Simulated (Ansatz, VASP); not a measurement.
One calculation of CdSe, two programs

```xyz
8
Lattice="-4.0684 4.0684 4.0684 4.0684 -4.0684 4.0684 4.0684 4.0684 -4.0684" Properties=species:S:1:pos:R:3 pbc="T T T"
Cd    1.2905    1.2905    1.2905
Cd    2.7779    2.7779   -2.7779
Cd    2.7779   -2.7779    2.7779
Cd   -2.7779    2.7779    2.7779
Se    2.7779    2.7779    2.7779
Se    1.2905    1.2905   -1.2905
Se    1.2905   -1.2905    1.2905
Se   -1.2905    1.2905    1.2905
```

Alike in both runs: task relaxation of cell and atoms; functional PBE; k mesh 4 × 4 × 4; occupations gaussian, width 0.1 eV; no spin polarisation.

```csv
,VASP,Ansatz
version,VASP 6.6.1,Ansatz 0.2.0
potentials or method,"VASP PAW PBE potentials, release 64 (Cd, Se), cutoff 500 eV","scalar-relativistic, plane waves, PAW"
valence electrons in the cell,72,144
```

|  | VASP | Ansatz | Ansatz less VASP |
| --- | --- | --- | --- |
| gap on the k mesh at the Fermi level, each at its own relaxed structure (eV) | 0.90 | 0.91 | +0.005 |
| relaxed volume (Å³/atom) | 37.93 | 37.99 | +0.062 |
| relaxed length of the cell vector where the two differ most in proportion (Å) | 7.332 | 7.336 | +0.0040 |

VASP's potentials hold 72 valence electrons a cell and Ansatz's 144, so a difference there can come from the potentials and not from the codes.
